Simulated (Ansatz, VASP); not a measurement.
**One calculation of Zr, two programs**

File INCAR:

```
ALGO = Normal
EDIFF = 1E-6
ENCUT = 500
GGA = PE
GGA_COMPAT = False
ISIF = 2
ISMEAR = -1
LASPH = True
LCHARG = False
LREAL = False
LWAVE = False
NBANDS = 19
NELM = 120
PREC = Accurate
SIGMA = 0.1
```

The input KPOINTS:

```
k-points
0
Gamma
  14 14 14
```

Contents of POSCAR:

```
Zr
1.0
   -2.6748592041      2.6748592041      1.4845867016
    2.6748592041     -2.6748592041      1.4845867016
    2.6748592041      2.6748592041     -1.4845867016
Zr
2
Direct
   -0.3750000000     -0.1250000000     -0.2500000000
    0.3750000000      0.1250000000      0.2500000000
```

Input for Ansatz:

```yaml
crystal:
  lattice:
    - [-2.6748592041, 2.6748592041, 1.4845867016]
    - [2.6748592041, -2.6748592041, 1.4845867016]
    - [2.6748592041, 2.6748592041, -1.4845867016]
  atoms:
    - { symbol: Zr, position: [-0.375, -0.125, -0.25] }
    - { symbol: Zr, position: [0.375, 0.125, 0.25] }
kpoints:
  mp_grid: { grid: [14, 14, 14] }
scf:
  occupations: { method: fermi_dirac, width: 0.1 }
hamiltonian:
  xc: pbe
  pseudopotentials: { kind: all_electron, lapw: { basis_error: 0.001 } }
output:
  forces: true
  stress: true
  eigenvalues: true
  populations: true
```

Change from the starting cell: volume scaled by 0.9, LAPW.

Alike in both runs: task single point; functional PBE; k mesh 14 × 14 × 14; occupations fermi-dirac, width 0.1 eV; no spin polarisation.

|  | VASP | Ansatz |
| --- | --- | --- |
| version | VASP 6.6.1 | Ansatz 0.2.0 |
| potentials or method | VASP PAW PBE potentials, release 64 (Zr_sv), cutoff 500 eV | all-electron LAPW, scalar-relativistic |

```csv
,VASP,Ansatz,Ansatz less VASP
pressure (GPa),10.1,10.0,-0.09
"traceless stress, the component that is largest in VASP (GPa)",-0.09,-0.03,+0.053
```

Ansatz ran all-electron here, and VASP with PAW potentials.
